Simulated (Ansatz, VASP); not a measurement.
# Two plane-wave programs on PbSe

INCAR

```
PREC = Accurate ; ENCUT = 520
EDIFF = 1E-6 ; ISMEAR = -1
SIGMA = 0.02 ; LREAL = False
LASPH = True ; NELM = 100
ALGO = Normal ; ISIF = 2
LWAVE = False ; LCHARG = False
GGA = PE ; NBANDS = 17
```

File KPOINTS:

```
regular mesh
0
Gamma
  8 8 8
```

Contents of POSCAR:

```
PbSe
1.0
    0.0000000000      3.0887022195      3.1504762639
    3.0887022195      0.0000000000      3.1504762639
    3.0887022195      3.0887022195      0.0000000000
Pb Se
1 1
Direct
    0.0000000000      0.0000000000      0.0000000000
    0.5000000000      0.5000000000      0.5000000000
```

Input for Ansatz:

```yaml
crystal:
  lattice:
    - [0.0, 3.0887022195, 3.1504762639]
    - [3.0887022195, 0.0, 3.1504762639]
    - [3.0887022195, 3.0887022195, 0.0]
  atoms:
    - { symbol: Pb, position: [0.0, 0.0, 0.0] }
    - { symbol: Se, position: [0.5, 0.5, 0.5] }
kpoints:
  mp_grid: { grid: [8, 8, 8] }
  band_path:
    path:
      - [0.0, 0.0, 0.0]
      - [0.5, 0.0, 0.5]
      - [0.625, 0.25, 0.625]
      - [0.375, 0.375, 0.75]
      - [0.5, 0.5, 0.5]
      - [0.5, 0.25, 0.75]
      - [0.0, 0.0, 0.5]
    npoints: 1
hamiltonian:
  xc: pbe
scf:
  occupations: { method: fermi_dirac, width: 0.02 }
  n_extra_bands: 4
output:
  forces: true
  stress: true
  eigenvalues: true
```

Change from the starting cell: uniaxial_z strain +2.0%.

Alike in both runs: task single point; functional PBE; k mesh 8 × 8 × 8; occupations fermi-dirac, width 0.02 eV; no spin polarisation.

|  | VASP | Ansatz |
| --- | --- | --- |
| version | VASP 6.6.1 | Ansatz 0.2.0 |
| potentials or method | VASP PAW PBE potentials, release 64 (Pb_d, Se) | plane waves, PAW |
| plane-wave cutoff (eV) | 520 | 420 |
| valence electrons in the cell | 20 | 30 |

|  | VASP | Ansatz | Ansatz less VASP |
| --- | --- | --- | --- |
| pressure (GPa) | 0.0 | 0.0 | +0.02 |
| traceless stress, the component that is largest in VASP (GPa) | -1.31 | -1.31 | +0.003 |

The functional is the same, so the differences come from potentials, cutoffs and numerics. VASP's potentials hold 20 valence electrons a cell and Ansatz's 30, so a difference there can come from the potentials and not from the codes.

Spin-orbit coupling is off throughout.
